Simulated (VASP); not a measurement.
Here is a VASP 6.6.1 calculation.

Contents of INCAR:

```
PREC = Accurate
ENCUT = 520
EDIFF = 1E-7
ISMEAR = -1
SIGMA = 0.05
LREAL = Auto
LASPH = True
NELM = 100
ALGO = Normal
ISIF = 2
LWAVE = False
LCHARG = False
GGA = PE
NBANDS = 72
```

Contents of KPOINTS:

```
Automatic mesh
0
Gamma
  2 2 1
```

POSCAR

```
Si10H4Cl
1.0
    7.6791800000      0.0000000000      0.0000000000
    0.0000000000      7.6791800000      0.0000000000
    0.0000000000      0.0000000000     17.2555000000
H Si Cl
8 20 2
Direct
    0.4093926695      0.0000000000      0.0579525369
    0.0906086327      0.0000000000      0.0579525369
    0.9093939718      0.0000000000      0.0579525369
    0.5906099349      0.0000000000      0.0579525369
    0.4093926695      0.5000013022      0.0579525369
    0.0906086327      0.5000013022      0.0579525369
    0.9093939718      0.5000013022      0.0579525369
    0.5906099349      0.5000013022      0.0579525369
    0.2500006511      0.0000000000      0.1081104575
    0.7500019533      0.0000000000      0.1081104575
    0.2500006511      0.5000013022      0.1081104575
    0.7500019533      0.5000013022      0.1081104575
    0.2397261166      0.2664086530      0.1877314479
    0.7464078196      0.2529436737      0.1804815856
    0.2264043817      0.7622558659      0.1970907826
    0.7380345297      0.7521115536      0.1992582075
   -0.0107693790      0.2207787811      0.2634870041
    0.4954825906      0.2507819845      0.2633015560
   -0.0155485351      0.7481007087      0.2757613515
    0.4908336567      0.7475667975      0.2733215497
    0.0099099123      0.0005208889      0.3526353916
    0.5074630364      0.0108344901      0.3557300571
   -0.0141942239      0.4870441896      0.3398916288
    0.4742303215      0.4803116999      0.3397583379
    0.2490239843      0.0773129423      0.4364289647
    0.7482309309      0.1109493462      0.4088203761
    0.2400256277      0.3537487075      0.3849844977
    0.7416807524      0.4242119601      0.4053490192
    0.7600290656      0.1218359252      0.5257222335
    0.6872608794      0.5440033962      0.5079713714
```

Potentials or basis: VASP PAW PBE potentials, release 64 (H, Si, Cl).

Launch:

```console
$ cat potpaw_PBE.64/H/POTCAR potpaw_PBE.64/Si/POTCAR potpaw_PBE.64/Cl/POTCAR > POTCAR
$ mpirun -np 1 vasp_std > vasp.out
```

**Question.** Estimate the band gap on the k mesh.

**Answer.** 0.62 eV (least direct gap 0.72 eV).

**Question.** What does it give for the largest force?

**Answer.** 2.934 eV/Å.

Forces on the atoms (eV/Å):
```
H   -0.578 -0.206  0.104
H    0.658 -0.076 -0.082
H   -0.556 -0.187  0.091
H    0.635 -0.187 -0.040
H   -0.580  0.067  0.129
H    0.645  0.018 -0.043
H   -0.599  0.191  0.030
H    0.623  0.102  0.021
Si  -0.431  0.795  0.756
Si  -0.308 -0.435  0.364
Si  -0.436  1.445  0.424
Si   0.050  0.964  0.287
Si   0.314 -2.045 -0.271
Si  -0.227 -0.505  0.766
Si   1.356 -0.585 -1.342
Si   0.237 -0.126 -1.904
Si   0.026  1.336 -0.894
Si   0.176 -1.715 -1.376
Si   0.264  0.456  0.138
Si  -1.126  0.637  0.595
Si  -0.139  0.075  0.554
Si  -2.287 -0.475 -1.235
Si   0.722 -0.519  0.019
Si   2.077  2.039  0.373
Si   0.327 -0.276 -0.186
Si   1.584  0.542 -0.054
Si  -1.383 -0.438  0.658
Si  -1.326 -0.583 -0.518
Cl   0.041 -0.773  1.710
Cl   0.244  0.462  0.922
```

Caveat: there is no dipole correction, which matters where the two faces differ; semilocal functionals underestimate gaps, and a narrow one can read as zero.
